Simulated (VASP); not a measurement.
PtSe2, 3 atoms in the cell. The typed cell holds 3 atoms: a = 3.724 Å, b = 3.724 Å, c = 5.063 Å, α = 90.86°, β = 88.28°, γ = 120.00°.  This cell differs from its parent crystal: strain +0.0300 x Voigt [0, 0, 0, 0, 1, 0].

| Item | Value |
| --- | --- |
| Program | VASP 6.6.1 |
| Task | single point |
| Functional | PBE |
| Potentials or basis | VASP PAW PBE potentials, release 64 (Pt, Se) |
| Cutoff | 520 eV |
| k mesh | 12 × 12 × 10 |
| Occupations | gaussian, width 0.15 eV |
| Spin | no spin polarisation |
| Dipole correction | no |
| Further INCAR settings | ALGO = Normal; EDIFF = 1e-06; NBANDS = 18 |

Potentials or basis: VASP PAW PBE potentials, release 64 (Pt, Se).

Run with:

```console
$ cat potpaw_PBE.64/Pt/POTCAR potpaw_PBE.64/Se/POTCAR > POTCAR
$ mpirun -np 1 vasp_std > vasp.out
```

Hardware: 1 thread of AMD EPYC 9R45 96-Core Processor (Zen 5), with other jobs on the host.

How long does it take, and how much memory?

Run time: 4.5 min on 1 thread of AMD EPYC 9R45 96-Core Processor (Zen 5) (shared host), peak memory 0.79 GiB. Counts: scf iterations 13, k points 724.
